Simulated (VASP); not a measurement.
A run of VASP 6.6.1 is set up as follows.

The input INCAR:

```
PREC     = Accurate       # precision mode
ENCUT    = 600            # plane-wave cutoff, eV
EDIFF    = 1E-6           # SCF threshold, eV
ISMEAR   = -1             # smearing method
SIGMA    = 0.08           # smearing width, eV
LREAL    = F              # projectors in reciprocal space
LASPH    = T              # aspherical terms in the spheres
NELM     = 120            # most SCF steps
ALGO     = Normal         # electronic algorithm
ISIF     = 2              # what is computed and relaxed
LWAVE    = F              # write WAVECAR
LCHARG   = F              # write CHGCAR
GGA      = CA             # functional
NBANDS   = 25             # bands
GGA_COMPAT= F
```

KPOINTS

```
Automatic mesh
0
Gamma
  8 8 11
```

POSCAR

```
SiO2
1.0
    3.6969616575      0.0000000000      0.0000000000
    0.0000000000      3.6969616575      0.0000000000
    0.0000000000      0.0000000000      2.4203141216
Si O
2 4
Direct
    0.0000000000      0.0000000000      0.0000000000
    0.5000000000      0.5000000000      0.5000000000
    0.2993999900      0.2993999900      0.0000000000
    0.7006000100      0.7006000100      0.0000000000
    0.7993999900      0.2006000100      0.5000000000
    0.2006000100      0.7993999900      0.5000000000
```

Potentials or basis: VASP PAW LDA potentials, release 64 (Si, O).

The run is started by

```bash
$ cat potpaw_LDA.64/Si/POTCAR potpaw_LDA.64/O/POTCAR > POTCAR
$ mpirun -np 1 vasp_std > vasp.out
```

(1) Predict the largest force.

(2) Estimate the band gap on the k mesh.

Answers

(1) 0.031 eV/Å.

(2) 6.80 eV.

Caveat: an odd mesh through Γ misses points on the zone boundary, where band edges can lie.
